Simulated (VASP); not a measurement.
# Mg2CdTe3 (P1) in VASP: relaxation of cell and atoms with PBE

Aim: the relaxation of cell and atoms of Mg2CdTe3 with PBE.

Program: VASP 6.6.1. These are calculated values, not measurements. Logs are shortened: lines on timing, memory, paths and dates and some standing lists are left out, and cuts for length are marked.

## 1. The cell of the first run

The typed cell holds 12 atoms: a = 4.499 Å, b = 8.072 Å, c = 11.172 Å, α = 89.98°, β = 88.20°, γ = 91.13°.

## 2. Relaxation of cell and atoms, PBE

INCAR

```
SYSTEM = Mg2CdTe3
PREC = Accurate ; ENCUT = 600
EDIFF = 1E-6 ; ISMEAR = 0
SIGMA = 0.1 ; LREAL = .False.
LASPH = .True. ; NELM = 100
ALGO = Normal ; ISIF = 3
LWAVE = .False. ; LCHARG = .False.
GGA = PE ; IBRION = 2
NSW = 80 ; EDIFFG = -0.025
```

KPOINTS

```
regular mesh
0
Gamma
  4 2 2
  0 0 0
```

POSCAR

```
Mg2CdTe3
1.0
    4.4979479967     -0.0450456216      0.0711569047
   -0.0780213052      8.0717224014      0.0019212089
    0.1737953655      0.0027091628     11.1705629612
Mg Cd Te
4 2 6
Direct
   -0.0218852636     -0.0030892151      0.9817387920
    0.4903378765      0.5148358676      0.9849418730
   -0.0213692696      0.2974668348      0.6654588565
    0.4744144983      0.8308763685      0.6731425695
    0.5142597271      0.1488973965      0.3420965110
    0.0458797969      0.6876950506      0.3352489135
    0.4989031335      0.1756644941      0.0831319684
    0.0488910104      0.6718309516      0.0937227280
   -0.0161513583      0.3260946764      0.4106597546
    0.4626621098      0.8601681377      0.4210866382
    0.0081927999      0.0023335213      0.7429196991
    0.5158649391      0.4872259160      0.7658516962
```

Potentials or basis: VASP PAW PBE potentials, release 64 (Mg, Cd, Te).

Run with:

```
cat potpaw_PBE.64/Mg/POTCAR potpaw_PBE.64/Cd/POTCAR potpaw_PBE.64/Te/POTCAR > POTCAR
mpirun -np 1 vasp_std > vasp.out
```

OUTCAR:

```text
SYSTEM = Mg2CdTe3
   PREC = Accurate
   ENCUT = 600
   EDIFF = 1E-6
   ISMEAR = 0
   LREAL = .False.
   LASPH = .True.
   NELM = 100
   ISIF = 3
   GGA = PE
   IBRION = 2
   NSW = 80
   EDIFFG = -0.025

 ion  position               nearest neighbor table
   1  0.978  0.997  0.982-  11 2.67   7 2.83   8 2.93   7 2.98
   2  0.490  0.515  0.985-  12 2.46   8 2.64   7 2.95   8 3.08
   3  0.979  0.297  0.665-  11 2.54  12 2.81   9 2.86  12 3.08
   4  0.474  0.831  0.673-  11 2.63  10 2.83  11 2.88  12 2.97
   5  0.514  0.149  0.342-  10 2.50   9 2.66   9 2.89   7 2.90
   6  0.046  0.688  0.335-  10 2.53   8 2.70   9 3.04  10 3.12
   7  0.499  0.176  0.083-   1 2.83   5 2.90   2 2.95   1 2.98
   8  0.049  0.672  0.094-   2 2.64   6 2.70   1 2.93   2 3.08
   9  0.984  0.326  0.411-   5 2.66   3 2.86   5 2.89   6 3.04
  10  0.463  0.860  0.421-   5 2.50   6 2.53   4 2.83   6 3.12
  11  0.008  0.002  0.743-   3 2.54   4 2.63   1 2.67   4 2.88
  12  0.516  0.487  0.766-   2 2.46   3 2.81   4 2.97   3 3.08

  LATTYP: Found a triclinic cell.
 ALAT       =     9.1634399925
 B/A-ratio  =     2.1428451588
 C/A-ratio  =     0.4909440490
 COS(alpha) =     0.0016717171
 COS(beta)  =     0.4736144220
 COS(gamma) =     0.7252472641

  Lattice vectors:

 A1 = (   4.4199266915,   8.0266767798,   0.0730781136)
 A2 = (   0.0177527551,  16.1461539656,  11.1744053790)
 A3 = (   4.4979479967,  -0.0450456216,   0.0711569047)

Analysis of symmetry for initial positions (statically):
=====================================================================
 Subroutine PRICEL returns:
 Original cell was already a primitive cell.

 Routine SETGRP: Setting up the symmetry group for a
 triclinic supercell.

 Subroutine GETGRP returns: Found  1 space group operations
 (whereof  1 operations were pure point group operations)
 out of a pool of  2 trial point group operations.

The static configuration has the point symmetry C_1 .

Analysis of symmetry for dynamics (positions and initial velocities):
=====================================================================
 Subroutine PRICEL returns:
 Original cell was already a primitive cell.

 Routine SETGRP: Setting up the symmetry group for a
 triclinic supercell.

 Subroutine GETGRP returns: Found  1 space group operations
 (whereof  1 operations were pure point group operations)
 out of a pool of  2 trial point group operations.

The dynamic configuration has the point symmetry C_1 .

 Subroutine INISYM returns: Found  1 space group operations
 (whereof  1 operations are pure point group operations),
 and found     1 'primitive' translations

----------------------------------------------------------------------------------------

                                     Primitive cell

  volume of cell :     405.4214

  direct lattice vectors                    reciprocal lattice vectors
     4.497947997 -0.045045622  0.071156905     0.222399887  0.002150542 -0.003460694
    -0.078021305  8.071722401  0.001921209     0.001241616  0.123901308 -0.000049367
     0.173795365  0.002709163 11.170562961    -0.001416909 -0.000035009  0.089543056

  length of vectors
     4.498736333  8.072099698 11.171915191     0.222437206  0.123907539  0.089554273

  position of ions in fractional coordinates (direct lattice)
     0.978114736  0.996910785  0.981738792
     0.490337876  0.514835868  0.984941873
     0.978630730  0.297466835  0.665458857
     0.474414498  0.830876369  0.673142570
     0.514259727  0.148897396  0.342096511
     0.045879797  0.687695051  0.335248914
     0.498903134  0.175664494  0.083131968
     0.048891010  0.671830952  0.093722728
     0.983848642  0.326094676  0.410659755
     0.462662110  0.860168138  0.421086638
     0.008192800  0.002333521  0.742919699
     0.515864939  0.487225916  0.765851696

  ion indices of the primitive-cell ions
   primitive index   ion index
                 1           1
                 2           2
                 3           3
                 4           4
                 5           5
                 6           6
                 7           7
                 8           8
                 9           9
                10          10
                11          11
                12          12

----------------------------------------------------------------------------------------

 KPOINTS: regular mesh

Automatic generation of k-mesh.
 Grid dimensions read from file:
 generate k-points for:    4    2    2

 Generating k-lattice:

  Cartesian coordinates                     Fractional coordinates (reciprocal lattice)
     0.055599972  0.000537636 -0.000865173     0.250000000  0.000000000  0.000000000
     0.000620808  0.061950654 -0.000024683    -0.000000000  0.500000000 -0.000000000
    -0.000708455 -0.000017504  0.044771528     0.000000000  0.000000000  0.500000000

  Length of vectors
     0.055609302  0.061953770  0.044777136

  Shift w.r.t. Gamma in fractional coordinates (k-lattice)
     0.000000000  0.000000000  0.000000000

 Subroutine IBZKPT returns following result:
 ===========================================

 Found     12 irreducible k-points:

 Following reciprocal coordinates:
            Coordinates               Weight
  0.000000  0.000000  0.000000      1.000000
  0.250000  0.000000  0.000000      2.000000
  0.500000  0.000000  0.000000      1.000000
  0.000000  0.500000  0.000000      1.000000
  0.250000  0.500000 -0.000000      2.000000
  0.500000  0.500000  0.000000      1.000000
  0.000000  0.000000  0.500000      1.000000
  0.250000  0.000000  0.500000      2.000000
  0.500000  0.000000  0.500000      1.000000
  0.000000  0.500000  0.500000      1.000000
  0.250000  0.500000  0.500000      2.000000
  0.500000  0.500000  0.500000      1.000000
   k-points           NKPTS =     12   k-points in BZ     NKDIM =     12   number of bands    NBANDS=     41
   number of dos      NEDOS =    301   number of ions     NIONS =     12
   total plane-waves  NPLWV = 207360
   dimension x,y,z NGX =    36 NGY =   64 NGZ =   90
   dimension x,y,z NGXF=    72 NGYF=  128 NGZF=  180
   ions per type =               4   2   6
   NGX,Y,Z   is equivalent  to a cutoff of  13.30, 13.18, 13.39 a.u.
   NGXF,Y,Z  is equivalent  to a cutoff of  26.61, 26.36, 26.79 a.u.
 SYSTEM =  Mg2CdTe3
   PREC   = accura    normal or accurate (medium, high low for compatibility)
   ISTART =      0    job   : 0-new  1-cont  2-samecut
   ICHARG =      2    charge: 1-file 2-atom 10-const
   ISPIN  =      1    spin polarized calculation?
   LNONCOLLINEAR =      F non collinear calculations
   LSORBIT =      F    spin-orbit coupling
   LASPH  =      T    aspherical Exc in radial PAW
   ENCUT  =  600.0 eV  44.10 Ry    6.64 a.u.   8.99 16.12 22.31*2*pi/ulx,y,z
   NELM   =    100;   NELMIN=  2; NELMDL= -5     # of ELM steps
   EDIFF  = 0.1E-05   stopping-criterion for ELM
   LREAL  =      F    real-space projection
   EDIFFG = -.3E-01   stopping-criterion for IOM
   NSW    =     80    number of steps for IOM
   IBRION =      2    ionic relax: 0-MD 1-quasi-New 2-CG
   NFREE  =      1    steps in history (QN), initial steepest desc. (CG)
   ISIF   =      3    stress and relaxation
   ISYM   =      2    0-nonsym 1-usesym 2-fastsym
   POTIM  = 0.5000    time-step for ionic-motion
   TEBEG  =    0.0;   TEEND  =   0.0 temperature during run
   PSTRESS=    0.0 pullay stress
   NELECT =      68.0000    total number of electrons
   NUPDOWN=      -1.0000    fix difference up-down
   EMIN   =  10.00;   EMAX   =-10.00  energy-range for DOS
   EFERMI =   0.00;   METHOD = LEGACY
   ISMEAR =     0;   SIGMA  =   0.10  broadening in eV -4-tet -1-fermi 0-gaus
   EFERMI_NEDOS =   21; number of points for ismear=-14 and -15
   IALGO  =     38    algorithm
   IMIX   =      4    mixing-type and parameters
     AMIX     =   0.40;   BMIX     =  1.00
     AMIX_MAG =   1.60;   BMIX_MAG =  1.00
  volume/ion in A,a.u.               =      33.79       227.99
  Fermi-wavevector in a.u.,A,eV,Ry     =   0.902836  1.706113 11.090285  0.815113
  Thomas-Fermi vector in A             =   2.026088
   LORBIT       =      0    0 simple, 1 ext, 2 COOP (PROOUT), +10 PAW based schemes
   GGA     = PE    functional components
   LHFCALC =     F    Hartree Fock is set to
   AEXX    =    0.0000 exact exchange contribution
   IVDW    =     0    specifies the selected vdW correction
   LEPSILON=     F    determine dielectric tensor
   LRPA    =     F    only Hartree local field effects (RPA)
 conjugate gradient relaxation of ions
 non-spin polarized calculation
 Gauss-broadening in eV      SIGMA  =   0.10
  energy-cutoff  :      600.00
  volume of cell :      405.42
 maximum number of plane-waves:     13578
 NGX is ok and might be reduce to    36
   NGX = 17   NGY = 33   NGZ = 45

--------------------------------------- Ionic step        1  -------------------------------------------

 number of electron      67.9999993 magnetization

 Free energy of the ion-electron system (eV)
  ---------------------------------------------------
  ext. energy  EPLUGINS =         0.00000000
  ---------------------------------------------------
  free energy    TOTEN  =       -33.01147648 eV

  energy without entropy =      -33.01147648  energy(sigma->0) =      -33.01147648

------------------------ aborting loop because EDIFF is reached ----------------------------------------

  FORCE on cell =-STRESS in cart. coord.  units (eV):
  Direction    XX          YY          ZZ          XY          YZ          ZX
  --------------------------------------------------------------------------------------
  -------------------------------------------------------------------------------------
  Total        6.8062191      8.3234370     10.2803183      1.5072917      0.2593345     -0.4501970
  in kB       26.8973699     32.8932348     40.6265977      5.9566380      1.0248590     -1.7791252
  external PRESSURE =      33.4724008 kB  Pullay stress =       0.0000000 kB
[... 119 lines left out ...]
  FREE ENERGIE OF THE ION-ELECTRON SYSTEM (eV)
  ---------------------------------------------------
  free  energy   TOTEN  =       -34.5308016393 eV

  energy  without entropy=      -34.5308016393  energy(sigma->0) =      -34.53080164

[... ionic steps 4 to 17 ...]

--------------------------------------- Ionic step       18  -------------------------------------------

 number of electron      67.9999997 magnetization

------------------------ aborting loop because EDIFF is reached ----------------------------------------

  FORCE on cell =-STRESS in cart. coord.  units (eV):
  Direction    XX          YY          ZZ          XY          YZ          ZX
  --------------------------------------------------------------------------------------
  -------------------------------------------------------------------------------------
  Total        0.0055476      0.0381154      0.0101469     -0.0069905      0.0203906      0.0052231
  in kB        0.0211186      0.1450983      0.0386274     -0.0266116      0.0776230      0.0198834
  external PRESSURE =       0.0682814 kB  Pullay stress =       0.0000000 kB
[... 77 lines left out ...]
  energy  without entropy=      -35.1507878588  energy(sigma->0) =      -35.15078786

--------------------------------------- Ionic step       20  -------------------------------------------

 number of electron      67.9999996 magnetization

 Free energy of the ion-electron system (eV)
  ---------------------------------------------------
  ext. energy  EPLUGINS =         0.00000000
  ---------------------------------------------------
  free energy    TOTEN  =       -35.15161358 eV

  energy without entropy =      -35.15161358  energy(sigma->0) =      -35.15161358

 E-fermi :   2.3350     XC(G=0):  -7.9465

 val. band max:        1.8988485611   @ k =   0.0000   0.0000   0.0000
 cond. band min:       3.3381999765   @ k =   0.0000   0.0000   0.0000
 fundamental gap:      1.4393514155
 Fermi energy:         2.3349950703

 k-point     1 :       0.0000    0.0000    0.0000
  band No.  band energies     occupation
      1      -8.6129      2.00000
      2      -8.3296      2.00000
      3      -8.2374      2.00000
      4      -8.1539      2.00000
      5      -8.0346      2.00000
      6      -7.8740      2.00000
[... 556 lines left out ...]
  FREE ENERGIE OF THE ION-ELECTRON SYSTEM (eV)
  ---------------------------------------------------
  free  energy   TOTEN  =       -35.1516135782 eV

  energy  without entropy=      -35.1516135782  energy(sigma->0) =      -35.15161358

 reached required accuracy - stopping structural energy minimisation
```

It took 28 min on 1 thread of Intel Xeon 6975P-C (Granite Rapids), shared host; peak memory 0.67 GiB.

What came out:

* Free energy: -35.1516 eV
* Relaxed volume: 35.09 Å³/atom
* Relaxed cell: a = 4.647 Å, b = 8.013 Å, c = 11.308 Å, α = 90.17°, β = 89.97°, γ = 90.01°
* Space group after relaxing (to 0.1 Å): P3m1 (No. 156)
* Energy gained by relaxing: 178.3 meV/atom
* Ionic steps: 20
* Pressure after relaxing: 0.0 GPa
* Largest force after relaxing: 0.025 eV/Å
* Band gap on the k mesh: 1.44 eV

Forces in eV/Å, atoms in the order of the input:
```
Mg  -0.001 -0.017  0.007
Mg  -0.004 -0.004  0.014
Mg  -0.008  0.011 -0.020
Mg   0.014  0.005  0.008
Cd   0.005  0.001 -0.006
Cd   0.000 -0.015  0.013
Te  -0.001  0.002  0.004
Te  -0.002 -0.004 -0.004
Te  -0.004  0.001 -0.005
Te  -0.009 -0.009  0.020
Te  -0.004  0.012 -0.020
Te   0.013  0.015 -0.010
```

The path:
```csv
step,energy change (eV),largest force (eV/Å),pressure (GPa),volume (Å³)
1,0.0000,3.2028,3.35,405.42
2,-1.5155,0.8148,-1.57,448.23
3,-1.5193,0.7838,-1.73,450.60
4,-1.9146,0.5418,-0.70,431.27
5,-2.0291,0.5459,0.52,415.07
6,-2.0851,0.3087,0.17,418.88
7,-2.0978,0.1858,-0.07,421.73
8,-2.1132,0.1295,-0.02,421.10
9,-2.1177,0.1147,0.03,420.51
10,-2.1242,0.0740,-0.01,420.93
11,-2.1251,0.0819,-0.03,421.15
12,-2.1283,0.0738,0.01,420.66
13,-2.1302,0.0729,0.09,419.81
14,-2.1324,0.0668,-0.01,420.96
15,-2.1333,0.0669,-0.11,422.24
16,-2.1359,0.0538,-0.05,421.41
17,-2.1376,0.0585,0.07,420.10
18,-2.1391,0.0525,0.01,420.87
19,-2.1393,0.0513,-0.04,421.45
20,-2.1401,0.0246,-0.01,421.10
```

Final structure:
```yaml
crystal:
  lattice:
    - [4.64729, -0.00026, 0.00202]
    - [-0.00059, 8.01318, -0.01119]
    - [0.00105, -0.01685, 11.30789]
  atoms:
    - { symbol: Mg, position: [0.00068, 0.00226, 0.99959] }
    - { symbol: Mg, position: [0.50145, 0.50172, 0.99896] }
    - { symbol: Mg, position: [0.99876, 0.32928, 0.67066] }
    - { symbol: Mg, position: [0.49690, 0.82995, 0.66858] }
    - { symbol: Cd, position: [0.50000, 0.16920, 0.33250] }
    - { symbol: Cd, position: [0.00221, 0.66843, 0.33125] }
    - { symbol: Te, position: [0.50066, 0.16839, 0.07897] }
    - { symbol: Te, position: [0.00137, 0.66818, 0.07831] }
    - { symbol: Te, position: [0.00026, 0.33523, 0.42139] }
    - { symbol: Te, position: [0.50196, 0.83503, 0.41963] }
    - { symbol: Te, position: [0.99758, 0.99575, 0.75030] }
    - { symbol: Te, position: [0.49815, 0.49659, 0.74986] }
```

Levels at points of the mesh, in eV from the valence-band top:
| k point | band 32 | band 33 | band 34 | band 35 | band 36 | band 37 |
| --- | --- | --- | --- | --- | --- | --- |
| (0.00, 0.00, 0.00) | -0.14 | -0.02 | 0.00 | 1.44 | 2.59 | 2.63 |
| (0.50, 0.00, 0.00) | -1.21 | -0.67 | -0.67 | 3.14 | 3.14 | 3.61 |
| (0.00, 0.50, 0.00) | -0.46 | -0.46 | -0.46 | 2.78 | 2.78 | 3.34 |
| (0.50, 0.50, 0.00) | -0.97 | -0.79 | -0.78 | 2.65 | 2.66 | 2.84 |
| (0.00, 0.00, 0.50) | -0.48 | -0.05 | -0.03 | 2.02 | 2.40 | 2.76 |
| (0.50, 0.00, 0.50) | -1.04 | -0.98 | -0.98 | 3.25 | 3.26 | 3.86 |
| (0.00, 0.50, 0.50) | -0.75 | -0.37 | -0.37 | 2.74 | 2.74 | 3.44 |
| (0.50, 0.50, 0.50) | -0.65 | -0.62 | -0.62 | 2.40 | 2.41 | 2.99 |

Caveat: spin-orbit coupling is left out, which moves the levels of the heavy elements.
